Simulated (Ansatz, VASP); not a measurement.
## Two plane-wave programs on C

Contents of INCAR:

```
PREC     = Accurate       # precision mode
ENCUT    = 520            # plane-wave cutoff, eV
EDIFF    = 1E-6           # SCF threshold, eV
ISMEAR   = 0              # smearing method
SIGMA    = 0.15           # smearing width, eV
LREAL    = F              # projectors in reciprocal space
LASPH    = T              # aspherical terms in the spheres
NELM     = 100            # most SCF steps
ALGO     = Normal         # electronic algorithm
ISIF     = 2              # what is computed and relaxed
LWAVE    = F              # write WAVECAR
LCHARG   = F              # write CHGCAR
GGA      = PE             # functional
IVDW     = 12             # dispersion correction
NBANDS   = 16             # bands
```

File KPOINTS:

```
regular mesh
0
Gamma
  24 24 8
```

The input POSCAR:

```
C
1.0
    2.3663804789      0.0000000000      0.0000000000
   -1.1831902394      2.0493456097      0.0000000000
    0.0000000000      0.0000000000      7.2775072412
C
4
Direct
    0.0000000000      0.0000000000      0.0025000000
    0.0000000000      0.0000000000      0.5025000000
    0.3333333333      0.6666666667      0.0025000000
    0.6666666667      0.3333333333      0.5025000000
```

Input for Ansatz:

```yaml
crystal:
  lattice:
    - [2.3663804789, 0.0, 0.0]
    - [-1.1831902394, 2.0493456097, 0.0]
    - [0.0, 0.0, 7.2775072412]
  atoms:
    - { symbol: C, position: [0.0, 0.0, 0.0025] }
    - { symbol: C, position: [0.0, 0.0, 0.5025] }
    - { symbol: C, position: [0.3333333333, 0.6666666667, 0.0025] }
    - { symbol: C, position: [0.6666666667, 0.3333333333, 0.5025] }
basis:
  ecutwfc: 420
kpoints:
  mp_grid: { grid: [24, 24, 8] }
hamiltonian:
  xc: pbe
  dispersion: d3bj
scf:
  occupations: { method: gaussian, width: 0.15 }
output:
  forces: true
  stress: true
  eigenvalues: true
  write_density: true
  write_potential: true
  elf: true
  volumetric_format: npy
```

Change from the starting cell: strain -0.040 along x and y, +0.080 along z, atoms carried along.

Alike in both runs: task single point; functional PBE; dispersion D3(BJ); k mesh 24 × 24 × 8; occupations gaussian, width 0.15 eV; no spin polarisation.

|  | VASP | Ansatz |
| --- | --- | --- |
| version | VASP 6.6.1 | Ansatz 0.2.0 |
| potentials or method | VASP PAW PBE potentials, release 64 (C), cutoff 520 eV | scalar-relativistic, plane waves, PAW |
| valence electrons in the cell | 16 | 16 |

```tsv
	VASP	Ansatz	Ansatz less VASP
gap on the k mesh at the Fermi level (eV)	none	none	-
pressure (GPa)	39.3	38.9	-0.41
traceless stress, the component that is largest in VASP (GPa)	-41.11	-40.57	+0.536
```

A gap of «none» marks a metal or a gap that the smearing closes. Both programs put the cell under a high pressure, so it lies far from rest at this level.
